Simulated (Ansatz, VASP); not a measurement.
**One calculation of ZrSi2, two programs**

```
Zr Si
1.0
     4.00021    0.00000    0.00000
    -2.00010    3.46428    0.00000
     0.00000    0.00000    3.58617
Zr Si
1 2
Direct
  0.00000 0.00000 0.00000
  0.33333 0.66667 0.50000
  0.66667 0.33333 0.50000
```

Alike in both runs: functional r2SCAN; k mesh 12 × 12 × 14; occupations gaussian, width 0.1 eV; no spin polarisation.

Ansatz relaxed the structure, and its values are those at the end. VASP's run is a single point on that final structure, the one shown.

```csv
,VASP,Ansatz
version,VASP 6.6.1,Ansatz 0.2.0
potentials or method,"VASP PAW PBE potentials, release 64 (Zr_sv, Si), cutoff 520 eV","scalar-relativistic, plane waves, PAW"
valence electrons in the cell,20,20
```

```tsv
	VASP	Ansatz	Ansatz less VASP
gap on the k mesh at the Fermi level (eV)	none	none	-
pressure (GPa)	0.0	0.0	+0.05
```

VASP's potentials were made for PBE, not for r2SCAN. A gap of «none» marks a metal or a gap that the smearing closes. The functional is the same, so the differences come from potentials, cutoffs and numerics.
